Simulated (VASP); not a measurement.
# SrVO3 (Pm-3m) in VASP: further runs

Aim: see how the results for SrVO3 move with the level of theory and the settings. Levels: r2SCAN+rVV10, PBEsol. Tasks: single point.

Everything below comes from runs of VASP 6.6.1. Logs are shortened: lines on timing, memory, paths and dates and some standing lists are left out, and cuts for length are marked.

## 1. The cell of the first run

It takes space group Pm-3m (No. 221, cubic). Conventional cell: a = 3.831 Å, b = 3.831 Å, c = 3.831 Å, α = 90.00°, β = 90.00°, γ = 90.00°. Sr (site symmetry m-3m) has 12 O at 2.71 Å and 8 V at 3.32 Å within 3.6 Å. V (site symmetry m-3m) has 6 O at 1.92 Å within 2.5 Å. O (site symmetry 4/mmm) has 2 V at 1.92 Å within 2.5 Å.

## 2. Single point, r2SCAN+rVV10, collinear spin, ferromagnetic start

Input file POSCAR:

```
SrVO3
1.0
    3.8309790709      0.0000000000      0.0000000000
    0.0000000000      3.8309790709      0.0000000000
    0.0000000000      0.0000000000      3.8309790709
Sr V O
1 1 3
Direct
    0.5000000000      0.5000000000      0.5000000000
    0.0000000000      0.0000000000      0.0000000000
    0.0000000000      0.0000000000      0.5000000000
    0.0000000000      0.5000000000      0.0000000000
    0.5000000000      0.0000000000      0.0000000000
```

Input file INCAR.step1:

```
SYSTEM = SrVO3
PREC = Accurate
ENCUT = 660
ISMEAR = -1
SIGMA = 0.05
LREAL = .False.
LASPH = .True.
NELM = 200
ISPIN = 2
MAGMOM = 0 2 0 0 0
LMAXMIX = 4
NBANDS = 32
GGA = PE
ALGO = Normal
EDIFF = 1E-5
LWAVE = .True.
LCHARG = .False.
GGA_COMPAT = .False.
```

Input file INCAR.step2:

```
SYSTEM = SrVO3
PREC = Accurate
ENCUT = 660
EDIFF = 1E-6
ISMEAR = -1
SIGMA = 0.05
LREAL = .False.
LASPH = .True.
NELM = 200
ALGO = Normal
ISIF = 2
LWAVE = .False.
LCHARG = .True.
ISPIN = 2
MAGMOM = 0 2 0 0 0
LORBIT = 11
LMAXMIX = 4
METAGGA = R2SCAN
LMIXTAU = .True.
LUSE_VDW = .True.
IVDW_NL = 2
BPARAM = 11.95
CPARAM = 0.0093
LELF = .True.
LVHAR = .True.
NBANDS = 32
ISTART = 1
GGA_COMPAT = .False.
```

Input file KPOINTS:

```
Automatic mesh
0
Gamma
  7 7 7
  0 0 0
```

Potentials or basis: VASP PAW PBE potentials, release 64 (Sr_sv, V_sv, O).

Launch:

```bash
> cat potpaw_PBE.64/Sr_sv/POTCAR potpaw_PBE.64/V_sv/POTCAR potpaw_PBE.64/O/POTCAR > POTCAR
> cp INCAR.step1 INCAR
> mpirun -np 1 vasp_std > vasp.out
> cp INCAR.step2 INCAR
> mpirun -np 1 vasp_std > vasp.out
```

OUTCAR:

```text
SYSTEM = SrVO3
   PREC = Accurate
   ENCUT = 660
   EDIFF = 1E-6
   ISMEAR = -1
   LREAL = .False.
   LASPH = .True.
   NELM = 200
   ISIF = 2
   ISPIN = 2
   LORBIT = 11
   METAGGA = R2SCAN
   IVDW_NL = 2
   BPARAM = 11.95
   ISTART = 1

 ion  position               nearest neighbor table
   1  0.500  0.500  0.500-   3 2.71   4 2.71   5 2.71   4 2.71   5 2.71   3 2.71   5 2.71   5 2.71
                             3 2.71   4 2.71   4 2.71   3 2.71   2 3.32   2 3.32   2 3.32   2 3.32
   2  0.000  0.000  0.000-   3 1.92   4 1.92   5 1.92   3 1.92   4 1.92   5 1.92   1 3.32   1 3.32
                             1 3.32   1 3.32   1 3.32   1 3.32   1 3.32   1 3.32
   3  0.000  0.000  0.500-   2 1.92   2 1.92   1 2.71   1 2.71   1 2.71   1 2.71
   4  0.000  0.500  0.000-   2 1.92   2 1.92   1 2.71   1 2.71   1 2.71   1 2.71
   5  0.500  0.000  0.000-   2 1.92   2 1.92   1 2.71   1 2.71   1 2.71   1 2.71

  LATTYP: Found a simple cubic cell.
 ALAT       =     3.8309790709

  Lattice vectors:

 A1 = (   3.8309790709,   0.0000000000,   0.0000000000)
 A2 = (   0.0000000000,   3.8309790709,   0.0000000000)
 A3 = (   0.0000000000,   0.0000000000,   3.8309790709)

Analysis of symmetry for initial positions (statically):
=====================================================================
 Subroutine PRICEL returns:
 Original cell was already a primitive cell.

 Routine SETGRP: Setting up the symmetry group for a
 simple cubic supercell.

 Subroutine GETGRP returns: Found 48 space group operations
 (whereof 48 operations were pure point group operations)
 out of a pool of 48 trial point group operations.

The static configuration has the point symmetry O_h .

Analysis of symmetry for dynamics (positions and initial velocities):
=====================================================================
 Subroutine PRICEL returns:
 Original cell was already a primitive cell.

 Routine SETGRP: Setting up the symmetry group for a
 simple cubic supercell.

 Subroutine GETGRP returns: Found 48 space group operations
 (whereof 48 operations were pure point group operations)
 out of a pool of 48 trial point group operations.

The dynamic configuration has the point symmetry O_h .

Analysis of structural, dynamic, and magnetic symmetry:
=====================================================================
 Subroutine PRICEL returns:
 Original cell was already a primitive cell.

 Routine SETGRP: Setting up the symmetry group for a
 simple cubic supercell.

 Subroutine GETGRP returns: Found 48 space group operations
 (whereof 48 operations were pure point group operations)
 out of a pool of 48 trial point group operations.

The overall configuration has the point symmetry O_h .

 Subroutine INISYM returns: Found 48 space group operations
 (whereof 48 operations are pure point group operations),
 and found     1 'primitive' translations

----------------------------------------------------------------------------------------

                                     Primitive cell

  volume of cell :      56.2250

  direct lattice vectors                    reciprocal lattice vectors
     3.830979071  0.000000000  0.000000000     0.261029878  0.000000000  0.000000000
     0.000000000  3.830979071  0.000000000     0.000000000  0.261029878  0.000000000
     0.000000000  0.000000000  3.830979071     0.000000000  0.000000000  0.261029878

  length of vectors
     3.830979071  3.830979071  3.830979071     0.261029878  0.261029878  0.261029878

  position of ions in fractional coordinates (direct lattice)
     0.500000000  0.500000000  0.500000000
     0.000000000  0.000000000  0.000000000
     0.000000000  0.000000000  0.500000000
     0.000000000  0.500000000  0.000000000
     0.500000000  0.000000000  0.000000000

  ion indices of the primitive-cell ions
   primitive index   ion index
                 1           1
                 2           2
                 3           3
                 4           4
                 5           5

----------------------------------------------------------------------------------------

 KPOINTS: Automatic mesh

Automatic generation of k-mesh.
 Grid dimensions read from file:
 generate k-points for:    7    7    7

 Generating k-lattice:

  Cartesian coordinates                     Fractional coordinates (reciprocal lattice)
     0.037289983  0.000000000  0.000000000     0.142857143  0.000000000  0.000000000
     0.000000000  0.037289983  0.000000000     0.000000000  0.142857143  0.000000000
     0.000000000  0.000000000  0.037289983     0.000000000  0.000000000  0.142857143

  Length of vectors
     0.037289983  0.037289983  0.037289983

  Shift w.r.t. Gamma in fractional coordinates (k-lattice)
     0.000000000  0.000000000  0.000000000

 Subroutine IBZKPT returns following result:
 ===========================================

 Found     20 irreducible k-points:

 Following reciprocal coordinates:
            Coordinates               Weight
  0.000000  0.000000  0.000000      1.000000
  0.142857  0.000000  0.000000      6.000000
  0.285714  0.000000  0.000000      6.000000
  0.428571  0.000000  0.000000      6.000000
  0.142857  0.142857  0.000000     12.000000
  0.285714  0.142857  0.000000     24.000000
[... 12 lines left out ...]
  0.428571  0.428571  0.285714     24.000000
  0.428571  0.428571  0.428571      8.000000
   k-points           NKPTS =     20   k-points in BZ     NKDIM =     20   number of bands    NBANDS=     32
   number of dos      NEDOS =    301   number of ions     NIONS =      5
   total plane-waves  NPLWV =  32768
   dimension x,y,z NGX =    32 NGY =   32 NGZ =   32
   dimension x,y,z NGXF=    64 NGYF=   64 NGZF=   64
   ions per type =               1   1   3
   NGX,Y,Z   is equivalent  to a cutoff of  13.89, 13.89, 13.89 a.u.
   NGXF,Y,Z  is equivalent  to a cutoff of  27.77, 27.77, 27.77 a.u.
 SYSTEM =  SrVO3
   PREC   = accura    normal or accurate (medium, high low for compatibility)
   ISTART =      1    job   : 0-new  1-cont  2-samecut
   ICHARG =      0    charge: 1-file 2-atom 10-const
   ISPIN  =      2    spin polarized calculation?
   LNONCOLLINEAR =      F non collinear calculations
   LSORBIT =      F    spin-orbit coupling
   LASPH  =      T    aspherical Exc in radial PAW
   ENCUT  =  660.0 eV  48.51 Ry    6.96 a.u.   8.02  8.02  8.02*2*pi/ulx,y,z
   NELM   =    200;   NELMIN=  2; NELMDL=  0     # of ELM steps
   EDIFF  = 0.1E-05   stopping-criterion for ELM
   LREAL  =      F    real-space projection
   EDIFFG = 0.1E-04   stopping-criterion for IOM
   NSW    =      0    number of steps for IOM
   IBRION =     -1    ionic relax: 0-MD 1-quasi-New 2-CG
   NFREE  =      0    steps in history (QN), initial steepest desc. (CG)
   ISIF   =      2    stress and relaxation
   ISYM   =      2    0-nonsym 1-usesym 2-fastsym
   POTIM  = 0.5000    time-step for ionic-motion
   TEBEG  =    0.0;   TEEND  =   0.0 temperature during run
   PSTRESS=    0.0 pullay stress
   NELECT =      41.0000    total number of electrons
   NUPDOWN=      -1.0000    fix difference up-down
   EMIN   =  10.00;   EMAX   =-10.00  energy-range for DOS
   EFERMI =   0.00;   METHOD = LEGACY
   ISMEAR =    -1;   SIGMA  =   0.05  broadening in eV -4-tet -1-fermi 0-gaus
   EFERMI_NEDOS =   21; number of points for ismear=-14 and -15
   IALGO  =     38    algorithm
   IMIX   =      4    mixing-type and parameters
     AMIX     =   0.40;   BMIX     =  1.00
     AMIX_MAG =   1.60;   BMIX_MAG =  1.00
  volume/ion in A,a.u.               =      11.24        75.88
  Fermi-wavevector in a.u.,A,eV,Ry     =   1.473532  2.784572 29.542297  2.171298
  Thomas-Fermi vector in A             =   2.588414
   LORBIT       =     11    0 simple, 1 ext, 2 COOP (PROOUT), +10 PAW based schemes
   METAGGA = R2SCAN    functional components
   LHFCALC =     F    Hartree Fock is set to
   AEXX    =    0.0000 exact exchange contribution
   IVDW_NL    =     2    kernel type
   BPARAM     =11.9500
   IVDW    =     0    specifies the selected vdW correction
   LEPSILON=     F    determine dielectric tensor
   LRPA    =     F    only Hartree local field effects (RPA)
 spin polarized calculation
  energy-cutoff  :      660.00
  volume of cell :       56.22
 maximum number of plane-waves:      2203
   NGX = 17   NGY = 17   NGZ = 17

 number of electron      41.0000001 magnetization      -0.0018426

 Free energy of the ion-electron system (eV)
  ---------------------------------------------------
  ext. energy  EPLUGINS =         0.00000000
  ---------------------------------------------------
  free energy    TOTEN  =       -61.43318277 eV

  energy without entropy =      -61.42137922  energy(sigma->0) =      -61.42728100

 E-fermi :   6.2338     XC(G=0): -12.3714

 val. band max:        6.2046557236   @ k =   0.4286   0.1429   0.1429
 cond. band min:       6.6165071703   @ k =   0.2857   0.2857   0.0000
 fundamental gap:      0.4118514466
 Fermi energy:         6.2337890155

 spin component 1

 k-point     1 :       0.0000    0.0000    0.0000
  band No.  band energies     occupation
      1     -62.2951      1.00000
      2     -34.9992      1.00000
      3     -34.9992      1.00000
      4     -34.9992      1.00000
      5     -29.5496      1.00000
      6     -14.7829      1.00000
[... 24 lines left out ...]
     31      13.2487      0.00000
     32      20.4883      0.00000

 k-point     2 :       0.1429    0.0000    0.0000
  band No.  band energies     occupation
      1     -62.2949      1.00000
      2     -35.0070      1.00000
      3     -34.9988      1.00000
      4     -34.9988      1.00000
      5     -29.5431      1.00000
      6     -14.7777      1.00000
[... 24 lines left out ...]
     31      13.4951      0.00000
     32      20.5375      0.00000
[... 593 lines left out ...]
     31      16.6738      0.00000
     32      19.1988      0.00000

 k-point    20 :       0.4286    0.4286    0.4286
  band No.  band energies     occupation
      1     -62.2927      1.00000
      2     -35.0337      1.00000
      3     -35.0337      1.00000
      4     -35.0337      1.00000
      5     -29.4708      1.00000
      6     -13.5638      1.00000
[... 24 lines left out ...]
     31      16.1735      0.00000
     32      19.8881      0.00000
 Fermi energy:         6.2337890155

 spin component 2

 k-point     1 :       0.0000    0.0000    0.0000
  band No.  band energies     occupation
      1     -62.2975      1.00000
      2     -35.0016      1.00000
      3     -35.0016      1.00000
      4     -35.0016      1.00000
      5     -29.5496      1.00000
      6     -14.7828      1.00000
[... 24 lines left out ...]
     31      13.2484      0.00000
     32      20.4869      0.00000

 k-point     2 :       0.1429    0.0000    0.0000
  band No.  band energies     occupation
      1     -62.2974      1.00000
      2     -35.0094      1.00000
      3     -35.0013      1.00000
      4     -35.0013      1.00000
      5     -29.5431      1.00000
      6     -14.7775      1.00000
[... 24 lines left out ...]
     31      13.4948      0.00000
     32      20.5363      0.00000
[... 593 lines left out ...]
     31      16.6737      0.00000
     32      19.1987      0.00000

 k-point    20 :       0.4286    0.4286    0.4286
  band No.  band energies     occupation
      1     -62.2951      1.00000
      2     -35.0362      1.00000
      3     -35.0361      1.00000
      4     -35.0361      1.00000
      5     -29.4708      1.00000
      6     -13.5636      1.00000
[... 24 lines left out ...]
     31      16.1733      0.00000
     32      19.8880      0.00000

------------------------ aborting loop because EDIFF is reached ----------------------------------------

  FORCE on cell =-STRESS in cart. coord.  units (eV):
  Direction    XX          YY          ZZ          XY          YZ          ZX
  --------------------------------------------------------------------------------------
  -------------------------------------------------------------------------------------
  Total       -0.4949415     -0.4949415     -0.4949415     -0.0000000     -0.0000000     -0.0000000
  in kB      -14.1037680    -14.1037680    -14.1037680     -0.0000000     -0.0000000     -0.0000000
  external PRESSURE =     -14.1037680 kB  Pullay stress =       0.0000000 kB

 VOLUME and BASIS-vectors are now :
 -----------------------------------------------------------------------------
  energy-cutoff  :      660.00
  volume of cell :       56.22
      direct lattice vectors                 reciprocal lattice vectors
     3.830979071  0.000000000  0.000000000     0.261029878  0.000000000  0.000000000
     0.000000000  3.830979071  0.000000000     0.000000000  0.261029878  0.000000000
     0.000000000  0.000000000  3.830979071     0.000000000  0.000000000  0.261029878

 POSITION                                       TOTAL-FORCE (eV/Angst)
 -----------------------------------------------------------------------------------
      1.91549      1.91549      1.91549         0.000000      0.000000      0.000000
      0.00000      0.00000      0.00000         0.000000      0.000000      0.000000
      0.00000      0.00000      1.91549         0.000000      0.000000      0.000000
      0.00000      1.91549      0.00000         0.000000      0.000000      0.000000
      1.91549      0.00000      0.00000         0.000000      0.000000      0.000000
 -----------------------------------------------------------------------------------
    total drift:                                0.000000      0.000000     -0.000000

  FREE ENERGIE OF THE ION-ELECTRON SYSTEM (eV)
  ---------------------------------------------------
  free  energy   TOTEN  =       -61.4331827732 eV

  energy  without entropy=      -61.4213792200  energy(sigma->0) =      -61.42728100

 total charge

# of ion       s       p       d       tot
------------------------------------------
    1        1.999   5.891   0.206   8.096
    2        2.280   6.350   2.906  11.536
    3        1.565   3.515   0.000   5.079
    4        1.565   3.515   0.000   5.079
    5        1.565   3.515   0.000   5.079
--------------------------------------------------
tot          8.974  22.785   3.112  34.871

 magnetization (x)

# of ion       s       p       d       tot
------------------------------------------
    1        0.000  -0.000  -0.000  -0.000
    2       -0.000  -0.000  -0.002  -0.002
    3        0.000   0.000   0.000   0.000
    4        0.000   0.000   0.000   0.000
    5        0.000   0.000   0.000   0.000
--------------------------------------------------
tot         -0.000   0.000  -0.002  -0.002
```

Run time: 5.2 min. Hardware: 1 thread of Intel Xeon Platinum 8259CL at 2.50GHz (Skylake/Cascade Lake), shared host; peak memory 0.41 GiB.

What came out:

```
Free energy                                           : -61.4332 eV
Pressure                                              : -1.4 GPa
Net moment                                            : 0.00 μB per cell
Valence electrons inside the program's atomic spheres : Sr 8.10; V 11.54; O 5.08
```

Caveat: the PAW data sets were made with another functional, which shifts forces and pressure a little; semilocal functionals often make such compounds metallic where correlation or magnetic order opens a gap, which also shifts bond lengths. With open d or f shells a metallic result of r2SCAN can be an artefact of self-interaction; +U or a hybrid may open a gap.

## 3. Single point, PBEsol, collinear spin, ferromagnetic start

This run uses another cell than the first one, of 11.33 Å³/atom.

Input file INCAR:

```
ALGO = Normal
EDIFF = 1E-7
ENCUT = 520
GGA = PS
ISIF = 2
ISMEAR = -1
ISPIN = 2
LASPH = True
LCHARG = False
LMAXMIX = 4
LORBIT = 11
LREAL = False
LWAVE = False
MAGMOM = 0 -2.18 0 0 0
NBANDS = 32
NELM = 150
PREC = Accurate
SIGMA = 0.05
```

Input file KPOINTS:

```
k-points
0
Gamma
  7 7 7
```

Edit POSCAR of step 2 so:

```diff
@@ -2,5 +2,5 @@
 1.0
-    3.8309790709      0.0000000000      0.0000000000
-    0.0000000000      3.8309790709      0.0000000000
-    0.0000000000      0.0000000000      3.8309790709
+    3.8409000000      0.0000000000      0.0000000000
+    0.0000000000      3.8409000000      0.0000000000
+    0.0000000000      0.0000000000      3.8409000000
 Sr V O
```

Potentials or basis: VASP PAW PBE potentials, release 64 (Sr_sv, V_sv, O).

Launch:

```bash
> cat potpaw_PBE.64/Sr_sv/POTCAR potpaw_PBE.64/V_sv/POTCAR potpaw_PBE.64/O/POTCAR > POTCAR
> mpirun -np 1 vasp_std > vasp.out
```

Run time: 2.6 min. Hardware: 1 thread of Intel Xeon 8259CL, shared host; peak memory 0.23 GiB.

The run converged. Its results:

```yaml
Free_energy: -41.4018 eV
Pressure: -4.0 GPa
Net_moment: 0.00 μB per cell
Valence_electrons_inside_the_program's_atomic_spheres: Sr 7.99; V 11.61; O 5.02
```

Levels at points of the mesh, in eV from the Fermi level:
Spin up:
```tsv
k point	band 16	band 17	band 18	band 19	band 20	band 21	band 22	band 23	band 24	band 25
(0.00, 0.00, 0.00)	-3.16	-3.16	-2.32	-2.32	-2.32	-0.88	-0.88	-0.88	1.39	1.39
```
Spin down:
| k point | band 17 | band 18 | band 19 | band 20 | band 21 | band 22 | band 23 | band 24 |
| --- | --- | --- | --- | --- | --- | --- | --- | --- |
| (0.00, 0.00, 0.00) | -3.16 | -2.32 | -2.32 | -2.32 | -0.88 | -0.88 | -0.88 | 1.39 |

Caveat: the cell stands under tension; the PAW data sets were made with another functional, which shifts forces and pressure a little; semilocal functionals often make such compounds metallic where correlation or magnetic order opens a gap, which also shifts bond lengths. With open d or f shells a metallic result of PBEsol can be an artefact of self-interaction; +U or a hybrid may open a gap.
